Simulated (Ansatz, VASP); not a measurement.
## One calculation of Co, two programs

INCAR

```
SYSTEM = Co
PREC = Accurate
ENCUT = 600
EDIFF = 1E-6
ISMEAR = -1
SIGMA = 0.1
LREAL = .False.
LASPH = .True.
NELM = 120
ALGO = Normal
ISIF = 2
LWAVE = .False.
LCHARG = .True.
GGA = RP
LELF = .True.
LVHAR = .True.
NBANDS = 10
GGA_COMPAT = .False.
```

Contents of KPOINTS:

```
Automatic mesh
0
Gamma
  17 17 17
  0 0 0
```

Contents of POSCAR:

```
Co
1.0
    0.0000000000      1.7880686775      1.7880686775
    1.7880686775      0.0000000000      1.7880686775
    1.7880686775      1.7880686775      0.0000000000
Co
1
Direct
    0.0000000000      0.0000000000      0.0000000000
```

Input for Ansatz:

```yaml
crystal:
  lattice:
    - [0.0, 1.7880686775, 1.7880686775]
    - [1.7880686775, 0.0, 1.7880686775]
    - [1.7880686775, 1.7880686775, 0.0]
  atoms:
    - { symbol: Co, position: [0.0, 0.0, 0.0] }
hamiltonian:
  xc: rpbe
  pseudopotentials:
    kind: paw
    azcp:
      Co: "pseudopotentials/Co.paw.azcp"
basis:
  ecutwfc: 420
  fft_grid_basis: typed
kpoints:
  mp_grid: { grid: [17, 17, 17], shift: [0, 0, 0] }
magnetization:
  spin_polarized: false
scf:
  occupations: { method: fermi_dirac, width: 0.1 }
  lower_state_search: "off"
output:
  stress: true
```

Alike in both runs: task single point; functional RPBE; k mesh 17 × 17 × 17; occupations fermi-dirac, width 0.1 eV; no spin polarisation.

```csv
,VASP,Ansatz
version,VASP 6.6.1,Ansatz 0.2.0
potentials or method,"VASP PAW PBE potentials, release 64 (Co), cutoff 600 eV","plane waves (420 eV) with PAW, scalar-relativistic"
valence electrons in the cell,9,17
```

Ansatz gave:

| Item | Value |
| --- | --- |
| pressure (GPa) | -14.8 |

Problem. What did VASP give for the same quantities?

Solution. Pressure (GPa): -14.9.

VASP's potentials were made for PBE, not for RPBE. VASP's potentials hold 9 valence electrons a cell and Ansatz's 17, so a difference there can come from the potentials and not from the codes.
